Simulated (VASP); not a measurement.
# Tl2I5 (F-43m) in VASP: a series of runs

The runs below take Tl2I5 through single point, with PBE.

All numbers are computed with VASP 6.6.1; they aren't measurements. Logs are shortened: lines on timing, memory, paths and dates and some standing lists are left out, and cuts for length are marked.

## (1) The cell of the first run

The structure is cubic, space group F-43m (No. 216). Conventional cell: a = 10.427 Å, b = 10.427 Å, c = 10.427 Å, α = 90.00°, β = 90.00°, γ = 90.00°. Within 5.8 Å of Tl (site symmetry -43m) lie 16 I at 4.46 to 4.52 Å and 4 Tl at 4.52 Å. Within 5.6 Å of Tl (site symmetry -43m) lie 18 I at 4.26 to 5.21 Å and 4 Tl at 4.52 Å. I (site symmetry 3m) has 4 I at 2.74 to 2.84 Å within 3.6 Å. Within 3.7 Å of I (site symmetry -43m) lie 4 I at 2.84 Å.

## (2) Single point, PBE

File INCAR:

```
SYSTEM = Tl2I5
ALGO = Normal
EDIFF = 1E-6
ENCUT = 520
GGA = PE
ISIF = 2
ISMEAR = 0
LASPH = .TRUE.
LCHARG = .TRUE.
LELF = .TRUE.
LREAL = .FALSE.
LVHAR = .TRUE.
LWAVE = .FALSE.
NBANDS = 40
NELM = 80
PREC = Accurate
SIGMA = 0.1
```

File KPOINTS:

```
k-points
0
G
  4 4 4
  0 0 0
```

File POSCAR:

```
Tl2I5
1.0
    0.0000000000      5.2135619500      5.2135619500
    5.2135619500      0.0000000000      5.2135619500
    5.2135619500      5.2135619500      0.0000000000
Tl I
2 5
Direct
    0.0000000000      0.0000000000      0.0000000000
    0.2500000000      0.2500000000      0.2500000000
    0.5928130900      0.5928130900      0.5928130900
    0.5928130900      0.5928130900      0.2215607400
    0.5928130900      0.2215607400      0.5928130900
    0.2215607400      0.5928130900      0.5928130900
    0.7500000000      0.7500000000      0.7500000000
```

Potentials or basis: VASP PAW PBE potentials, release 64 (Tl_d, I).

Launch:

```bash
cat potpaw_PBE.64/Tl_d/POTCAR potpaw_PBE.64/I/POTCAR > POTCAR
mpirun -np 1 vasp_std > vasp.out
```

OUTCAR:

```text
SYSTEM = Tl2I5
   EDIFF = 1E-6
   ENCUT = 520
   GGA = PE
   ISIF = 2
   ISMEAR = 0
   LASPH = .TRUE.
   LREAL = .FALSE.
   NELM = 80
   PREC = Accurate

 ion  position               nearest neighbor table
   1  0.000  0.000  0.000-
   2  0.250  0.250  0.250-
   3  0.593  0.593  0.593-   4 2.74   5 2.74   6 2.74   7 2.84
   4  0.593  0.593  0.222-   3 2.74   5 2.74   6 2.74   7 2.84
   5  0.593  0.222  0.593-   3 2.74   4 2.74   6 2.74   7 2.84
   6  0.222  0.593  0.593-   3 2.74   4 2.74   5 2.74   7 2.84
   7  0.750  0.750  0.750-   3 2.84   4 2.84   5 2.84   6 2.84

  LATTYP: Found a face centered cubic cell.
 ALAT       =    10.4271239000

  Lattice vectors:

 A1 = (   0.0000000000,   5.2135619500,   5.2135619500)
 A2 = (   5.2135619500,   0.0000000000,   5.2135619500)
 A3 = (   5.2135619500,   5.2135619500,   0.0000000000)

Analysis of symmetry for initial positions (statically):
=====================================================================
 Subroutine PRICEL returns:
 Original cell was already a primitive cell.

 Routine SETGRP: Setting up the symmetry group for a
 face centered cubic supercell.

 Subroutine GETGRP returns: Found 24 space group operations
 (whereof 24 operations were pure point group operations)
 out of a pool of 48 trial point group operations.

The static configuration has the point symmetry T_d .

Analysis of symmetry for dynamics (positions and initial velocities):
=====================================================================
 Subroutine PRICEL returns:
 Original cell was already a primitive cell.

 Routine SETGRP: Setting up the symmetry group for a
 face centered cubic supercell.

 Subroutine GETGRP returns: Found 24 space group operations
 (whereof 24 operations were pure point group operations)
 out of a pool of 48 trial point group operations.

The dynamic configuration has the point symmetry T_d .

 Subroutine INISYM returns: Found 24 space group operations
 (whereof 24 operations are pure point group operations),
 and found     1 'primitive' translations

----------------------------------------------------------------------------------------

                                     Primitive cell

  volume of cell :     283.4220

  direct lattice vectors                    reciprocal lattice vectors
[... 82 lines left out ...]
   EDIFFG = 0.1E-04   stopping-criterion for IOM
   NSW    =      0    number of steps for IOM
   IBRION =     -1    ionic relax: 0-MD 1-quasi-New 2-CG
   NFREE  =      0    steps in history (QN), initial steepest desc. (CG)
   ISIF   =      2    stress and relaxation
   ISYM   =      2    0-nonsym 1-usesym 2-fastsym
   POTIM  = 0.5000    time-step for ionic-motion
   TEBEG  =    0.0;   TEEND  =   0.0 temperature during run
   PSTRESS=    0.0 pullay stress
   NELECT =      61.0000    total number of electrons
   NUPDOWN=      -1.0000    fix difference up-down
   EMIN   =  10.00;   EMAX   =-10.00  energy-range for DOS
   EFERMI =   0.00;   METHOD = LEGACY
   ISMEAR =     0;   SIGMA  =   0.10  broadening in eV -4-tet -1-fermi 0-gaus
   EFERMI_NEDOS =   21; number of points for ismear=-14 and -15
   IALGO  =     38    algorithm
   IMIX   =      4    mixing-type and parameters
     AMIX     =   0.40;   BMIX     =  1.00
     AMIX_MAG =   1.60;   BMIX_MAG =  1.00
  volume/ion in A,a.u.               =      40.49       273.23
  Fermi-wavevector in a.u.,A,eV,Ry     =   0.981086  1.853983 13.096002  0.962529
  Thomas-Fermi vector in A             =   2.112065
   LORBIT       =      0    0 simple, 1 ext, 2 COOP (PROOUT), +10 PAW based schemes
   GGA     = PE    functional components
   LHFCALC =     F    Hartree Fock is set to
   AEXX    =    0.0000 exact exchange contribution
   IVDW    =     0    specifies the selected vdW correction
   LEPSILON=     F    determine dielectric tensor
   LRPA    =     F    only Hartree local field effects (RPA)
 non-spin polarized calculation
 Gauss-broadening in eV      SIGMA  =   0.10
  energy-cutoff  :      520.00
  volume of cell :      283.42
 maximum number of plane-waves:      7648
 NGX is ok and might be reduce to    56
   NGX = 27   NGY = 27   NGZ = 27

 number of electron      61.0000002 magnetization

 Free energy of the ion-electron system (eV)
  ---------------------------------------------------
  ext. energy  EPLUGINS =         0.00000000
  ---------------------------------------------------
  free energy    TOTEN  =        -3.46632270 eV

  energy without entropy =       -3.45356473  energy(sigma->0) =       -3.45994371

 E-fermi :   4.9017     XC(G=0):  -8.1383

 val. band max:        4.8704898930   @ k =   0.5000   0.0000   0.0000
 cond. band min:       5.0108949654   @ k =   0.5000   0.0000   0.0000
 fundamental gap:      0.1404050724
 Fermi energy:         4.9016877986

 k-point     1 :       0.0000    0.0000    0.0000
  band No.  band energies     occupation
      1     -12.5569      2.00000
      2      -9.6111      2.00000
      3      -8.7148      2.00000
      4      -8.7148      2.00000
      5      -8.7148      2.00000
      6      -7.5870      2.00000
[... 333 lines left out ...]
     39       9.0361      0.00000
     40       9.2736      0.00000

------------------------ aborting loop because EDIFF is reached ----------------------------------------

  FORCE on cell =-STRESS in cart. coord.  units (eV):
  Direction    XX          YY          ZZ          XY          YZ          ZX
  --------------------------------------------------------------------------------------
  -------------------------------------------------------------------------------------
  Total       25.2376527     25.2376527     25.2376527      0.0000000      0.0000000     -0.0000000
  in kB      142.6677891    142.6677891    142.6677891      0.0000000      0.0000000     -0.0000000
  external PRESSURE =     142.6677891 kB  Pullay stress =       0.0000000 kB

 VOLUME and BASIS-vectors are now :
 -----------------------------------------------------------------------------
  energy-cutoff  :      520.00
  volume of cell :      283.42
      direct lattice vectors                 reciprocal lattice vectors
     0.000000000  5.213561950  5.213561950    -0.095903723  0.095903723  0.095903723
     5.213561950  0.000000000  5.213561950     0.095903723 -0.095903723  0.095903723
     5.213561950  5.213561950  0.000000000     0.095903723  0.095903723 -0.095903723

 POSITION                                       TOTAL-FORCE (eV/Angst)
 -----------------------------------------------------------------------------------
      0.00000      0.00000      0.00000         0.000000      0.000000      0.000000
      2.60678      2.60678      2.60678         0.000000      0.000000      0.000000
      6.18134      6.18134      6.18134         4.063169      4.063169      4.063169
      4.24579      4.24579      6.18134        -4.063169     -4.063169      4.063169
      4.24579      6.18134      4.24579        -4.063169      4.063169     -4.063169
      6.18134      4.24579      4.24579         4.063169     -4.063169     -4.063169
      7.82034      7.82034      7.82034         0.000000      0.000000      0.000000
 -----------------------------------------------------------------------------------
    total drift:                               -0.000055     -0.000055     -0.000055

  FREE ENERGIE OF THE ION-ELECTRON SYSTEM (eV)
  ---------------------------------------------------
  free  energy   TOTEN  =        -3.4663226960 eV

  energy  without entropy=       -3.4535647330  energy(sigma->0) =       -3.45994371
```

Run time: 83 s. Hardware: 1 thread of Intel Xeon 6975P-C (Granite Rapids), shared host; peak memory 0.43 GiB.

Results:

```
Free energy   : -3.4663 eV
Pressure      : 14.3 GPa
Largest force : 7.038 eV/Å
```

Forces on the atoms (eV/Å):
```
Tl   0.000  0.000  0.000
Tl   0.000  0.000  0.000
I    4.063  4.063  4.063
I   -4.063 -4.063  4.063
I   -4.063  4.063 -4.063
I    4.063 -4.063 -4.063
I    0.000  0.000  0.000
```

Caveat: spin-orbit coupling is left out, which moves the levels of the heavy elements; an odd number of electrons without spin polarisation forces a metal; a magnetic or distorted state may lie lower.

## (3) Single point, PBE

This run uses another cell than the first one, of 67.96 Å³/atom, 1.679 times its volume.

File INCAR:

```
  ALGO = Normal
  EDIFF = 1E-7
  ENCUT = 520
  GGA = PE
  ISIF = 2
  ISMEAR = 0
  LASPH = T
  LCHARG = T
  LELF = T
  LREAL = F
  LVHAR = T
  LWAVE = F
  NBANDS = 40
  NELM = 60
  PREC = Accurate
  SIGMA = 0.1
```

File KPOINTS:

```
k-points
0
Gamma
  4 4 4
```

File POSCAR:

```
Tl2I5
1.0
    0.0000000000      6.1960625460      6.1960625460
    6.1960625460      0.0000000000      6.1960625460
    6.1960625460      6.1960625460      0.0000000000
Tl I
2 5
Direct
    0.0000000000      0.0000000000      0.0000000000
    0.2500000000      0.2500000000      0.2500000000
    0.6036962565      0.6036962565      0.6036962565
    0.6036962565      0.6036962565      0.1889112305
    0.6036962565      0.1889112305      0.6036962565
    0.1889112305      0.6036962565      0.6036962565
    0.7500000000      0.7500000000      0.7500000000
```

Potentials or basis: VASP PAW PBE potentials, release 64 (Tl_d, I).

Launch:

```bash
cat potpaw_PBE.64/Tl_d/POTCAR potpaw_PBE.64/I/POTCAR > POTCAR
mpirun -np 1 vasp_std > vasp.out
```

Run time: 4 min. Hardware: 1 thread of Intel Xeon 6975P-C (Granite Rapids), shared host; peak memory 0.74 GiB.

It converged, with:

```yaml
Free_energy: -10.0353 eV
Pressure: 0.0 GPa
Largest_force: 0.042 eV/Å
```

Forces in eV/Å, atoms in the order of the input:
```
Tl   0.000  0.000  0.000
Tl   0.000  0.000  0.000
I   -0.024 -0.024 -0.024
I    0.024  0.024 -0.024
I    0.024 -0.024  0.024
I   -0.024  0.024  0.024
I    0.000  0.000  0.000
```

Levels at points of the mesh, in eV from the Fermi level:
| k point | band 27 | band 28 | band 29 | band 30 | band 31 | band 32 | band 33 | band 34 |
| --- | --- | --- | --- | --- | --- | --- | --- | --- |
| (0.00, 0.00, 0.00) | -1.28 | -1.28 | -1.28 | -0.24 | -0.24 | -0.24 | 0.21 | 0.21 |
| (0.50, 0.00, 0.00) | -1.43 | -1.43 | -1.28 | -0.27 | 0.06 | 0.06 | 0.16 | 0.36 |
| (0.50, 0.50, 0.00) | -1.37 | -1.37 | -1.20 | -1.06 | 0.11 | 0.11 | 0.48 | 0.48 |

Caveat: spin-orbit coupling is left out, which moves the levels of the heavy elements; an odd number of electrons without spin polarisation forces a metal; a magnetic or distorted state may lie lower.
